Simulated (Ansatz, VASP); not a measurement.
**ZnSe: VASP beside Ansatz**

File POSCAR:

```
ZnSe
1.0
    0.0000000000      2.8338000000      2.8338000000
    2.8338000000      0.0000000000      2.8338000000
    2.8338000000      2.8338000000      0.0000000000
Zn Se
1 1
Direct
    0.0000000000      0.0000000000      0.0000000000
    0.7500000000      0.7500000000      0.7500000000
```

Contents of INCAR.step1:

```
SYSTEM = ZnSe
PREC     = Accurate       ! precision mode
ENCUT    = 400            ! plane-wave cutoff, eV
EDIFF    = 1E-5           ! SCF threshold, eV
ISMEAR   = 0              ! smearing method
SIGMA    = 0.01           ! smearing width, eV
LREAL    = .FALSE.        ! projectors in reciprocal space
LASPH    = .TRUE.         ! aspherical terms in the spheres
NELM     = 120            ! most SCF steps
ALGO     = Normal         ! electronic algorithm
ISIF     = 2              ! what is computed and relaxed
LWAVE    = .TRUE.         ! write WAVECAR
NBANDS   = 16             ! bands
GGA      = PE             ! functional
GGA_COMPAT= .FALSE.
```

INCAR.step2

```
SYSTEM = ZnSe
PREC     = Accurate       ! precision mode
ENCUT    = 400            ! plane-wave cutoff, eV
EDIFF    = 1E-6           ! SCF threshold, eV
ISMEAR   = 0              ! smearing method
SIGMA    = 0.01           ! smearing width, eV
LREAL    = .FALSE.        ! projectors in reciprocal space
LASPH    = .TRUE.         ! aspherical terms in the spheres
NELM     = 120            ! most SCF steps
ALGO     = Normal         ! electronic algorithm
ISIF     = 2              ! what is computed and relaxed
LWAVE    = .FALSE.        ! write WAVECAR
LCHARG   = .TRUE.         ! write CHGCAR
GGA      = PE             ! functional
LHFCALC  = .TRUE.         ! exact exchange
AEXX     = 0.25           ! exact-exchange fraction
PRECFOCK = Normal       
LELF     = .TRUE.         ! ELF
LVHAR    = .TRUE.       
NBANDS   = 16             ! bands
ISTART   = 1            
GGA_COMPAT= .FALSE.
```

KPOINTS

```
Automatic mesh
0
G
  4 4 4
  0 0 0
```

Input for Ansatz:

```yaml
crystal:
  lattice:
    bravais: fcc
    a: 5.6676
  space_group: 216
  atoms:
    - { symbol: Zn, position: [0.0, 0.0, 0.0] }
    - { symbol: Se, position: [0.25, 0.25, 0.75] }
  reduce_to_primitive: true
kpoints:
  mp_grid:
    grid: [4, 4, 4]
    shift: [0.0, 0.0, 0.0]
hamiltonian:
  xc: pbe0
scf:
  occupations:
    method: fixed
output:
  eigenvalues: true
```

Alike in both runs: task single point; functional PBE0; k mesh 4 × 4 × 4; no spin polarisation.

```csv
,VASP,Ansatz
version,VASP 6.6.1,Ansatz 0.2.0
potentials or method,"VASP PAW PBE potentials, release 64 (Zn, Se)","plane waves, PAW"
plane-wave cutoff (eV),400,420
occupations,"gaussian, width 0.01 eV",fixed
valence electrons in the cell,18,28
```

|  | VASP | Ansatz | Ansatz less VASP |
| --- | --- | --- | --- |
| gap on the k mesh at the Fermi level (eV) | 3.14 | 3.10 | -0.036 |

VASP's potentials hold 18 valence electrons a cell and Ansatz's 28, so a difference there can come from the potentials and not from the codes.

The k mesh is coarse, so the values compare programs but aren't converged.
